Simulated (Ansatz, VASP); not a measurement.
# One calculation of SnTe, two programs

```xyz
2
Lattice="0.0000 3.1893 3.1893 3.2751 0.0000 3.1893 3.2751 3.1893 0.0000" Properties=species:S:1:pos:R:3 pbc="T T T"
Sn    0.0000    0.0000    0.0000
Te    3.2751    3.1893    3.1893
```

Change from the starting cell: uniaxial_x strain +2.7%.

Alike in both runs: task single point; functional r2SCAN; k mesh 8 × 8 × 8; occupations fermi-dirac, width 0.02 eV; no spin polarisation.

|  | VASP | Ansatz |
| --- | --- | --- |
| version | VASP 6.6.1 | Ansatz 0.2.0 |
| potentials or method | VASP PAW PBE potentials, release 64 (Sn_d, Te) | plane waves, PAW |
| plane-wave cutoff (eV) | 520 | 500 |
| valence electrons in the cell | 20 | 30 |

|  | VASP | Ansatz | Ansatz less VASP |
| --- | --- | --- | --- |
| pressure (GPa) | -1.1 | -1.1 | 0.00 |
| traceless stress, the component that is largest in VASP (GPa) | -1.82 | -1.81 | +0.007 |

VASP's potentials were made for PBE, not for r2SCAN. VASP's potentials hold 20 valence electrons a cell and Ansatz's 30, so a difference there can come from the potentials and not from the codes.

Spin-orbit coupling is off throughout.
